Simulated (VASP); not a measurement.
A run of VASP 6.6.1 is set up as follows.

File INCAR:

```
SYSTEM = C
PREC = Accurate
ENCUT = 520
EDIFF = 1E-6
ISMEAR = 0
SIGMA = 0.05
LREAL = .FALSE.
LASPH = .TRUE.
NELM = 60
ALGO = Normal
ISIF = 2
LWAVE = .FALSE.
LCHARG = .TRUE.
GGA = PE
LELF = .TRUE.
LVHAR = .TRUE.
NBANDS = 26
```

File KPOINTS:

```
Automatic mesh
0
G
  12 12 4
  0 0 0
```

File POSCAR:

```
C
1.0
    2.5180642186      0.0000000000      0.0000000000
   -1.2590321093      2.1807075817      0.0000000000
    0.0000000000      0.0000000000      8.3046919353
C
8
Direct
   -0.0435984031     -0.0319162462      0.0929732494
    0.0435984031      0.0319162462      0.5929732494
    0.0435984031      0.0319162462      0.4070267506
   -0.0435984031     -0.0319162462      0.9070267506
    0.2976319175      0.6405314164      0.1555299995
    0.7023680825      0.3594685836      0.6555299995
    0.3690347492      0.6928019170      0.3444700005
    0.6309652508      0.3071980830      0.8444700005
```

Potentials or basis: VASP PAW PBE potentials, release 64 (C).

Launch:

```bash
$ cat potpaw_PBE.64/C/POTCAR > POTCAR
$ mpirun -np 1 vasp_std > vasp.out
```

(1) Estimate the largest force.

(2) Estimate the pressure.

Answers

(1) 0.688 eV/Å.

(2) 0.7 GPa.

Caveat: the cell differs from its parent crystal (atoms displaced along a vibrational mode).
